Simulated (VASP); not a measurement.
# Na (P4/mmm) in VASP: single point with PBEsol

Aim: the single point of Na with PBEsol.

Everything below comes from runs of VASP 6.6.1. Logs are shortened: lines on timing, memory, paths and dates and some standing lists are left out, and cuts for length are marked.

## (1) The cell of the first run

The structure is tetragonal, space group P4/mmm (No. 123). The conventional cell has a = 3.388 Å, b = 3.388 Å, c = 10.014 Å, α = 90.00°, β = 90.00°, γ = 90.00°. Within 4.3 Å of Na (site symmetry 4mm) lie 6 Na at 3.24 to 3.39 Å. Na (site symmetry 4/mmm) has 6 Na at 3.39 Å within 4.5 Å.

## (2) Single point, PBEsol (the distance across one plane changed)

File INCAR:

```
ALGO = Fast ; EDIFF = 1E-6
ENCUT = 520 ; GGA = PS
ISIF = 2 ; ISMEAR = 0
LASPH = T ; LCHARG = F
LREAL = F ; LWAVE = F
NBANDS = 18 ; NELM = 100
PREC = Accurate ; SIGMA = 0.15
```

File KPOINTS:

```
k-points
0
Gamma
  17 17 6
```

File POSCAR:

```
Na
1.0
    0.0000000000     -3.3879506904      0.0000000000
    0.0000000000      0.0000000000     -3.3879506904
   10.0138520711      0.0000000000      0.0000000000
Na
3
Direct
    0.0000000000      0.0000000000      0.8458329585
    0.0000000000      0.0000000000      0.1691801248
    0.0000000000      0.0000000000      0.5075065416
```

Potentials or basis: VASP PAW PBE potentials, release 64 (Na_pv).

On the command line:

```
$ cat potpaw_PBE.64/Na_pv/POTCAR > POTCAR
$ mpirun -np 1 vasp_std > vasp.out
```

OUTCAR:

```text
EDIFF = 1E-6
   ENCUT = 520
   GGA = PS
   ISIF = 2
   ISMEAR = 0
   LASPH = T
   LREAL = F
   NELM = 100
   PREC = Accurate

 ion  position               nearest neighbor table
   1  0.000  0.000  0.846-
   2  0.000  0.000  0.169-
   3  0.000  0.000  0.508-

  LATTYP: Found a simple tetragonal cell.
 ALAT       =     3.3879506904
 C/A-ratio  =     2.9557254477

  Lattice vectors:

 A1 = (   0.0000000000,  -3.3879506904,   0.0000000000)
 A2 = (   0.0000000000,   0.0000000000,  -3.3879506904)
 A3 = (  10.0138520711,   0.0000000000,   0.0000000000)

Analysis of symmetry for initial positions (statically):
=====================================================================
 Subroutine PRICEL returns:
 Original cell was already a primitive cell.

 Routine SETGRP: Setting up the symmetry group for a
 simple tetragonal supercell.

 Subroutine GETGRP returns: Found 16 space group operations
 (whereof  8 operations were pure point group operations)
 out of a pool of 16 trial point group operations.

The static configuration has the point symmetry C_4v.
 The point group associated with its full space group is D_4h.

Analysis of symmetry for dynamics (positions and initial velocities):
=====================================================================
 Subroutine PRICEL returns:
 Original cell was already a primitive cell.

 Routine SETGRP: Setting up the symmetry group for a
 simple tetragonal supercell.

 Subroutine GETGRP returns: Found 16 space group operations
 (whereof  8 operations were pure point group operations)
 out of a pool of 16 trial point group operations.

The dynamic configuration has the point symmetry C_4v.
 The point group associated with its full space group is D_4h.

 Subroutine INISYM returns: Found 16 space group operations
 (whereof  8 operations are pure point group operations),
 and found     1 'primitive' translations

----------------------------------------------------------------------------------------

                                     Primitive cell

  volume of cell :     114.9411

  direct lattice vectors                    reciprocal lattice vectors
     0.000000000 -3.387950690  0.000000000     0.000000000 -0.295163682  0.000000000
     0.000000000  0.000000000 -3.387950690     0.000000000  0.000000000 -0.295163682
    10.013852071  0.000000000  0.000000000     0.099861671  0.000000000  0.000000000

  length of vectors
     3.387950690  3.387950690 10.013852071     0.295163682  0.295163682  0.099861671

  position of ions in fractional coordinates (direct lattice)
     0.000000000  0.000000000  0.845832958
     0.000000000  0.000000000  0.169180125
     0.000000000  0.000000000  0.507506542

  ion indices of the primitive-cell ions
   primitive index   ion index
                 1           1
                 2           2
                 3           3

----------------------------------------------------------------------------------------

 KPOINTS: k-points

Automatic generation of k-mesh.
 Grid dimensions read from file:
 generate k-points for:   17   17    6

 Generating k-lattice:

  Cartesian coordinates                     Fractional coordinates (reciprocal lattice)
     0.000000000 -0.017362570  0.000000000     0.058823529  0.000000000  0.000000000
     0.000000000  0.000000000 -0.017362570     0.000000000  0.058823529  0.000000000
     0.016643612  0.000000000  0.000000000     0.000000000  0.000000000  0.166666667

  Length of vectors
     0.017362570  0.017362570  0.016643612

  Shift w.r.t. Gamma in fractional coordinates (k-lattice)
     0.000000000  0.000000000  0.000000000

 Subroutine IBZKPT returns following result:
 ===========================================

 Found    180 irreducible k-points:

 Following reciprocal coordinates:
            Coordinates               Weight
  0.000000  0.000000  0.000000      1.000000
  0.058824  0.000000  0.000000      4.000000
  0.117647  0.000000  0.000000      4.000000
  0.176471  0.000000  0.000000      4.000000
  0.235294  0.000000  0.000000      4.000000
  0.294118  0.000000  0.000000      4.000000
[... 16 lines left out ...]
  0.411765  0.117647  0.000000      8.000000
  0.470588  0.117647  0.000000      8.000000
 [... further k-points ...]
   k-points           NKPTS =    180   k-points in BZ     NKDIM =    180   number of bands    NBANDS=     18
   number of dos      NEDOS =    301   number of ions     NIONS =      3
   total plane-waves  NPLWV =  62720
   dimension x,y,z NGX =    28 NGY =   28 NGZ =   80
   dimension x,y,z NGXF=    56 NGYF=   56 NGZF=  160
   ions per type =               3
   NGX,Y,Z   is equivalent  to a cutoff of  13.74, 13.74, 13.28 a.u.
   NGXF,Y,Z  is equivalent  to a cutoff of  27.48, 27.48, 26.56 a.u.
 SYSTEM =  unknown system
   PREC   = accura    normal or accurate (medium, high low for compatibility)
   ISTART =      0    job   : 0-new  1-cont  2-samecut
   ICHARG =      2    charge: 1-file 2-atom 10-const
   ISPIN  =      1    spin polarized calculation?
   LNONCOLLINEAR =      F non collinear calculations
   LSORBIT =      F    spin-orbit coupling
   LASPH  =      T    aspherical Exc in radial PAW
   ENCUT  =  520.0 eV  38.22 Ry    6.18 a.u.   6.30  6.30 18.62*2*pi/ulx,y,z
   NELM   =    100;   NELMIN=  2; NELMDL= -5     # of ELM steps
   EDIFF  = 0.1E-05   stopping-criterion for ELM
   LREAL  =      F    real-space projection
   EDIFFG = 0.1E-04   stopping-criterion for IOM
   NSW    =      0    number of steps for IOM
   IBRION =     -1    ionic relax: 0-MD 1-quasi-New 2-CG
   NFREE  =      0    steps in history (QN), initial steepest desc. (CG)
   ISIF   =      2    stress and relaxation
   ISYM   =      2    0-nonsym 1-usesym 2-fastsym
   POTIM  = 0.5000    time-step for ionic-motion
   TEBEG  =    0.0;   TEEND  =   0.0 temperature during run
   PSTRESS=    0.0 pullay stress
   NELECT =      21.0000    total number of electrons
   NUPDOWN=      -1.0000    fix difference up-down
   EMIN   =  10.00;   EMAX   =-10.00  energy-range for DOS
   EFERMI =   0.00;   METHOD = LEGACY
   ISMEAR =     0;   SIGMA  =   0.15  broadening in eV -4-tet -1-fermi 0-gaus
   EFERMI_NEDOS =   21; number of points for ismear=-14 and -15
   IALGO  =     68    algorithm
   IMIX   =      4    mixing-type and parameters
     AMIX     =   0.40;   BMIX     =  1.00
     AMIX_MAG =   1.60;   BMIX_MAG =  1.00
  volume/ion in A,a.u.               =      38.31       258.55
  Fermi-wavevector in a.u.,A,eV,Ry     =   0.928944  1.755449 11.740967  0.862937
  Thomas-Fermi vector in A             =   2.055174
   LORBIT       =      0    0 simple, 1 ext, 2 COOP (PROOUT), +10 PAW based schemes
   GGA     = PS    functional components
   LHFCALC =     F    Hartree Fock is set to
   AEXX    =    0.0000 exact exchange contribution
   IVDW    =     0    specifies the selected vdW correction
   LEPSILON=     F    determine dielectric tensor
   LRPA    =     F    only Hartree local field effects (RPA)
 non-spin polarized calculation
 RMM-DIIS sequential band-by-band and
 Gauss-broadening in eV      SIGMA  =   0.15
  energy-cutoff  :      520.00
  volume of cell :      114.94
 maximum number of plane-waves:      3116
 NGX is ok and might be reduce to    28
   NGX = 13   NGY = 13   NGZ = 37

 number of electron      21.0000022 magnetization

 Free energy of the ion-electron system (eV)
  ---------------------------------------------------
  ext. energy  EPLUGINS =         0.00000000
  ---------------------------------------------------
  free energy    TOTEN  =        -3.83830978 eV

  energy without entropy =       -3.82234244  energy(sigma->0) =       -3.83032611

 E-fermi :   0.2333     XC(G=0):  -6.4089

 val. band max:        0.2062459879   @ k =   0.2353   0.1765   0.1667
 cond. band min:       0.2367369881   @ k =   0.3529   0.0588   0.0000
 fundamental gap:      0.0304910003
 Fermi energy:         0.2333061528

 k-point     1 :       0.0000    0.0000    0.0000
  band No.  band energies     occupation
      1     -24.8045      2.00000
      2     -24.7981      2.00000
      3     -24.7602      2.00000
      4     -24.7602      2.00000
      5     -24.7558      2.00000
      6     -24.7529      2.00000
[... 10 lines left out ...]
     17       9.8176      0.00000
     18       9.8392      0.00000

 k-point     2 :       0.0588    0.0000    0.0000
  band No.  band energies     occupation
      1     -24.8043      2.00000
      2     -24.7979      2.00000
      3     -24.7619      2.00000
      4     -24.7600      2.00000
      5     -24.7556      2.00000
      6     -24.7546      2.00000
[... 10 lines left out ...]
     17       9.2344      0.00000
     18       9.3232      0.00000

 k-point     3 :       0.1176    0.0000    0.0000
  band No.  band energies     occupation
      1     -24.8037      2.00000
      2     -24.7973      2.00000
      3     -24.7667      2.00000
      4     -24.7596      2.00000
      5     -24.7595      2.00000
      6     -24.7562      2.00000
[... 10 lines left out ...]
     17       8.2489      0.00000
     18       8.8029      0.00000

 k-point     4 :       0.1765    0.0000    0.0000
  band No.  band energies     occupation
      1     -24.8028      2.00000
      2     -24.7964      2.00000
      3     -24.7741      2.00000
      4     -24.7669      2.00000
      5     -24.7634      2.00000
      6     -24.7590      2.00000
[... 10 lines left out ...]
     17       7.1179      0.00000
     18       9.0130      0.00000

 k-point     5 :       0.2353    0.0000    0.0000
  band No.  band energies     occupation
      1     -24.8018      2.00000
      2     -24.7954      2.00000
      3     -24.7829      2.00000
      4     -24.7757      2.00000
      5     -24.7720      2.00000
      6     -24.7582      2.00000
[... 10 lines left out ...]
     17       6.0291      0.00000
     18       9.3044      0.00000

 k-point     6 :       0.2941    0.0000    0.0000
  band No.  band energies     occupation
      1     -24.8007      2.00000
      2     -24.7944      2.00000
      3     -24.7921      2.00000
      4     -24.7849      2.00000
      5     -24.7810      2.00000
      6     -24.7575      2.00000
[... 10 lines left out ...]
     17       5.0540      0.00000
     18       9.0039      0.00000

 k-point     7 :       0.3529    0.0000    0.0000
  band No.  band energies     occupation
      1     -24.8004      2.00000
      2     -24.7996      2.00000
      3     -24.7934      2.00000
      4     -24.7930      2.00000
      5     -24.7890      2.00000
      6     -24.7568      2.00000
[... 10 lines left out ...]
     17       4.7095      0.00000
     18       8.1555      0.00000

 k-point     8 :       0.4118    0.0000    0.0000
  band No.  band energies     occupation
      1     -24.8065      2.00000
      2     -24.7994      2.00000
      3     -24.7987      2.00000
      4     -24.7951      2.00000
      5     -24.7926      2.00000
      6     -24.7562      2.00000
[... 10 lines left out ...]
     17       5.1512      0.00000
     18       7.2685      0.00000
[... 229 lines left out ...]
     17       7.1859      0.00000
     18       7.2932      0.00000

 k-point    20 :       0.2353    0.1176    0.0000
  band No.  band energies     occupation
      1     -24.8010      2.00000
      2     -24.7947      2.00000
      3     -24.7823      2.00000
      4     -24.7750      2.00000
      5     -24.7714      2.00000
      6     -24.7647      2.00000
[... 10 lines left out ...]
     17       6.1657      0.00000
     18       7.5420      0.00000

 k-point    21 :       0.2941    0.1176    0.0000
  band No.  band energies     occupation
      1     -24.7999      2.00000
      2     -24.7936      2.00000
      3     -24.7914      2.00000
      4     -24.7841      2.00000
      5     -24.7803      2.00000
      6     -24.7638      2.00000
[... 10 lines left out ...]
     17       5.2124      0.00000
     18       7.9015      0.00000

 k-point    22 :       0.3529    0.1176    0.0000
  band No.  band energies     occupation
      1     -24.7997      2.00000
      2     -24.7989      2.00000
      3     -24.7927      2.00000
      4     -24.7923      2.00000
      5     -24.7883      2.00000
      6     -24.7631      2.00000
[... 10 lines left out ...]
     17       4.8755      0.00000
     18       8.2441      0.00000

 k-point    23 :       0.4118    0.1176    0.0000
  band No.  band energies     occupation
      1     -24.8057      2.00000
      2     -24.7986      2.00000
      3     -24.7980      2.00000
      4     -24.7944      2.00000
      5     -24.7919      2.00000
      6     -24.7625      2.00000
[... 10 lines left out ...]
     17       5.3153      0.00000
     18       7.4052      0.00000

 k-point    24 :       0.4706    0.1176    0.0000
  band No.  band energies     occupation
      1     -24.8090      2.00000
      2     -24.8017      2.00000
      3     -24.7977      2.00000
      4     -24.7975      2.00000
      5     -24.7916      2.00000
      6     -24.7622      2.00000
[... 10 lines left out ...]
     17       5.8801      0.00000
     18       6.6571      0.00000

 [... further k-points ...]

------------------------ aborting loop because EDIFF is reached ----------------------------------------

  FORCE on cell =-STRESS in cart. coord.  units (eV):
  Direction    XX          YY          ZZ          XY          YZ          ZX
  --------------------------------------------------------------------------------------
  -------------------------------------------------------------------------------------
  Total        0.2598530      0.0030518      0.0030518      0.0000000      0.0000000      0.0000000
  in kB        3.6221218      0.0425398      0.0425398      0.0000000      0.0000000      0.0000000
  external PRESSURE =       1.2357338 kB  Pullay stress =       0.0000000 kB

 VOLUME and BASIS-vectors are now :
 -----------------------------------------------------------------------------
  energy-cutoff  :      520.00
  volume of cell :      114.94
      direct lattice vectors                 reciprocal lattice vectors
     0.000000000 -3.387950690  0.000000000     0.000000000 -0.295163682  0.000000000
     0.000000000  0.000000000 -3.387950690     0.000000000  0.000000000 -0.295163682
    10.013852071  0.000000000  0.000000000     0.099861671  0.000000000  0.000000000

 POSITION                                       TOTAL-FORCE (eV/Angst)
 -----------------------------------------------------------------------------------
      8.47005      0.00000      0.00000        -0.071374      0.000000     -0.000000
      1.69414      0.00000      0.00000         0.071374     -0.000000      0.000000
      5.08210      0.00000      0.00000        -0.000000      0.000000      0.000000
 -----------------------------------------------------------------------------------
    total drift:                                0.000073      0.000000      0.000000

  FREE ENERGIE OF THE ION-ELECTRON SYSTEM (eV)
  ---------------------------------------------------
  free  energy   TOTEN  =        -3.8383097751 eV

  energy  without entropy=       -3.8223424446  energy(sigma->0) =       -3.83032611
```

Run time: 2.2 min. Hardware: 1 thread of Intel Xeon 6975P-C (Granite Rapids), shared host; peak memory 0.41 GiB.

Results:

```
Free energy            : -3.8383 eV
Pressure               : 0.1 GPa
Largest force          : 0.071 eV/Å
Band gap on the k mesh : zero (an odd number of electrons rules out a gap without spin polarisation)
```

Forces on the atoms (eV/Å):
```
Na  -0.071  0.000  0.000
Na   0.071  0.000  0.000
Na   0.000  0.000  0.000
```

Caveat: the cell differs from its parent crystal (the distance across one plane changed); the PAW data sets were made with another functional, which shifts forces and pressure a little.

The gap in the log of VASP goes by the Fermi energy; the results here count the filled bands.